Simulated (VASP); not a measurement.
Runs of VASP 6.6.1 on CdS (pbe). The structure is that of space group P6_3mc (No. 186), or close to it. The cells are those of the table. 

```tsv
task	potentials or basis	cell	cutoff (eV)	smearing	second run	gap on the mesh (eV)	pressure (GPa)	largest force (eV/Å)
single point	VASP PAW PBE potentials, release 64 (Cd, S)	a = 4.196, b = 4.196, c = 6.830 Å, angles 90.0, 90.0, 120.0°, 4 atoms	520	gaussian 0.02 eV	-	1.11	0.3	-
single point	VASP PAW PBE potentials, release 64 (Cd, S)	a = 4.196, b = 4.196, c = 6.830 Å, angles 90.0, 90.0, 120.0°, 4 atoms	520	gaussian 0.01 eV	-	(b)	2.1	0.62
single point	VASP PAW PBE potentials, release 64 (Cd_sv_GW, S)	a = 4.196, b = 4.196, c = 6.830 Å, angles 90.0, 90.0, 120.0°, 4 atoms	540	gaussian 0.01 eV	valence_matched	1.28	0.7	(a)
relaxation of cell and atoms	VASP PAW PBE potentials, release 64 (Cd, S)	relaxed from a = 4.137, b = 4.137, c = 6.716 Å, angles 90.0, 90.0, 120.0°, 4 atoms	600	gaussian 0.02 eV	-	1.10	0.0	-
```

Alike in all rows: level PBE; no spin polarisation; k mesh 9 × 9 × 4.

**Question.** Estimate the missing entries.

**Answer.** (a) 0.60; (b) 1.29.

A k mesh can miss the band edges, and the runs leave out spin-orbit coupling on Cd.

The runs don't all hold the same shells in valence.
